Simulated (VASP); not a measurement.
Here is a VASP 6.6.1 calculation.

POSCAR

```
PIr2
1.0
    0.0000000000      2.7675000000      2.7675000000
    2.7675000000      0.0000000000      2.7675000000
    2.7675000000      2.7675000000      0.0000000000
Ir P
2 1
Direct
    0.2500000000      0.2500000000      0.2500000000
    0.7500000000      0.7500000000      0.7500000000
    0.0000000000      0.0000000000      0.0000000000
```

File INCAR.step1:

```
  PREC = Accurate
  ENCUT = 620
  ISMEAR = -1
  SIGMA = 0.02
  LREAL = False
  LASPH = True
  NELM = 200
  ISPIN = 2
  MAGMOM = 1 -1 0
  LMAXMIX = 4
  NBANDS = 30
  GGA = PE
  ALGO = Normal
  EDIFF = 1E-5
  LWAVE = True
  LCHARG = False
  GGA_COMPAT = False
```

Contents of INCAR.step2:

```
  PREC = Accurate
  ENCUT = 620
  EDIFF = 1E-6
  ISMEAR = -1
  SIGMA = 0.02
  LREAL = False
  LASPH = True
  NELM = 200
  ALGO = Normal
  ISIF = 2
  LWAVE = False
  LCHARG = False
  ISPIN = 2
  MAGMOM = 1 -1 0
  LORBIT = 11
  LMAXMIX = 4
  METAGGA = R2SCAN
  LMIXTAU = True
  NBANDS = 30
  ISTART = 1
  GGA_COMPAT = False
```

The input KPOINTS:

```
Automatic mesh
0
Gamma
  7 7 7
```

Potentials or basis: VASP PAW PBE potentials, release 64 (Ir_sv_GW, P).

Run with:

```sh
$ cat potpaw_PBE.64/Ir_sv_GW/POTCAR potpaw_PBE.64/P/POTCAR > POTCAR
$ cp INCAR.step1 INCAR
$ mpirun -np 1 vasp_std > vasp.out
$ cp INCAR.step2 INCAR
$ mpirun -np 1 vasp_std > vasp.out
```

(1) What does it give for the pressure?

(2) Predict the net moment.

## Answers

(1) 1.0 GPa.

(2) 0.00 μB per cell.

Caveat: the PAW data sets were made with another functional, which shifts forces and pressure a little.
